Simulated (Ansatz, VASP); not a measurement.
# One calculation of HfZrS4, two programs

Contents of INCAR:

```
SYSTEM = HfZrS4
PREC     = Accurate       ! precision mode
ENCUT    = 520            ! plane-wave cutoff, eV
EDIFF    = 1E-7           ! SCF threshold, eV
ISMEAR   = 0              ! smearing method
SIGMA    = 0.1            ! smearing width, eV
LREAL    = .False.        ! projectors in reciprocal space
LASPH    = .True.         ! aspherical terms in the spheres
NELM     = 100            ! most SCF steps
ALGO     = Normal         ! electronic algorithm
ISIF     = 2              ! what is computed and relaxed
LWAVE    = .False.        ! write WAVECAR
LCHARG   = .False.        ! write CHGCAR
GGA      = PE             ! functional
NBANDS   = 32             ! bands
```

The input KPOINTS:

```
regular mesh
0
Gamma
  6 6 2
  0 0 0
```

Contents of POSCAR:

```
HfZrS4
1.0
    3.5688148600      0.0000000000      0.0000000000
   -1.7844074300      3.0906843300      0.0000000000
    0.0000000000      0.0000000000     11.8753710700
Zr Hf S
1 1 4
Direct
    0.0000000000      0.0000000000      0.0000000000
    0.0000000000      0.0000000000      0.5000000000
    0.6666666700      0.3333333300      0.3819760400
    0.6666666700      0.3333333300      0.8819760400
    0.3333333300      0.6666666700      0.1180239600
    0.3333333300      0.6666666700      0.6180239600
```

Input for Ansatz:

```yaml
crystal:
  lattice:
    - [3.56881486, 0.0, 0.0]
    - [-1.78440743, 3.09068433, 0.0]
    - [0.0, 0.0, 11.87537107]
  atoms:
    - { symbol: Zr, position: [0.0, 0.0, 0.0] }
    - { symbol: Hf, position: [0.0, 0.0, 0.5] }
    - { symbol: S, position: [0.66666667, 0.33333333, 0.38197604] }
    - { symbol: S, position: [0.66666667, 0.33333333, 0.88197604] }
    - { symbol: S, position: [0.33333333, 0.66666667, 0.11802396] }
    - { symbol: S, position: [0.33333333, 0.66666667, 0.61802396] }
basis:
  ecutwfc: 420
kpoints:
  mp_grid: { grid: [6, 6, 2] }
hamiltonian:
  xc: pbe
scf:
  occupations: { method: gaussian, width: 0.1 }
  lower_state_search: "off"
output:
  forces: true
  stress: true
  eigenvalues: true
```

Alike in both runs: task single point; functional PBE; k mesh 6 × 6 × 2; occupations gaussian, width 0.1 eV; no spin polarisation.

|  | VASP | Ansatz |
| --- | --- | --- |
| version | VASP 6.6.1 | Ansatz 0.2.0 |
| potentials or method | VASP PAW PBE potentials, release 64 (Zr_sv, Hf_pv, S), cutoff 520 eV | scalar-relativistic, plane waves, PAW |
| valence electrons in the cell | 46 | 62 |

Ansatz gave:

| Quantity | Value |
| --- | --- |
| gap on the k mesh at the Fermi level (eV) | 1.01 |
| least direct gap on the mesh (eV) | 1.63 |
| pressure (GPa) | 9.5 |
| traceless stress, the component that is largest in VASP (GPa) | -0.69 |
| rms of the force components (eV/Å) | 0.522 |

Q: What did VASP give for the same quantities?

A: gap on the k mesh at the Fermi level (eV): 1.02; least direct gap on the mesh (eV): 1.65; pressure (GPa): 9.2; traceless stress, the component that is largest in VASP (GPa): -0.63; rms of the force components (eV/Å): 0.510.

Atom by atom the forces differ by 0.022 eV/Å (rms over components). VASP's potentials hold 46 valence electrons a cell and Ansatz's 62, so a difference there can come from the potentials and not from the codes.

Neither program's run includes spin-orbit coupling.
